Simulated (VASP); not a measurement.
Crystal: Mo.

```
CELL_PARAMETERS angstrom
2.73551 0.00000 0.00000
-1.36776 2.36902 0.00000
0.00000 0.00000 2.55518
ATOMIC_POSITIONS crystal
Mo 0.00000 0.00000 0.50000
```

* Program: VASP 6.6.1
* Task: relaxation of cell and atoms
* Functional: BLYP
* Dispersion: D3(BJ)
* Potentials or basis: VASP PAW PBE potentials, release 64 (Mo_sv)
* Cutoff: 600 eV
* k mesh: 11 × 11 × 11
* Occupations: methfessel-paxton, width 0.1 eV
* Spin: no spin polarisation

At the start: pressure -3.4 GPa; volume 16.56 Å³/atom.

Question: How do energy, volume and symmetry change on relaxing?

Answer: Over 9 steps the energy falls by 15.0 meV/atom and the volume is 16.31 Å³/atom (-1.5 %); space group P6/mmm (No. 191, to 0.05 Å).

The path:
```csv
step,energy change (eV),largest force (eV/Å),pressure (GPa),volume (Å³)
1,0.0000,0.0000,-3.36,16.56
2,0.0178,0.0000,9.45,15.72
3,-0.0143,0.0000,1.01,16.23
4,-0.0144,0.0000,1.20,16.21
5,-0.0144,0.0000,1.38,16.20
6,-0.0136,0.0000,-1.57,16.44
7,-0.0150,0.0000,0.19,16.29
8,-0.0150,0.0000,-0.28,16.32
9,-0.0150,0.0000,-0.09,16.31
```

Final structure:
```
Mo
1.0
     2.74774    0.00000    0.00000
    -1.37387    2.37961    0.00000
     0.00000    0.00000    2.49397
Mo
1
Cartesian
  0.0000 0.0000 1.2470
```

Caveat: the PAW data sets were made with another functional, which shifts forces and pressure a little; pairwise dispersion overbinds metals, which lowers pressure and volume.
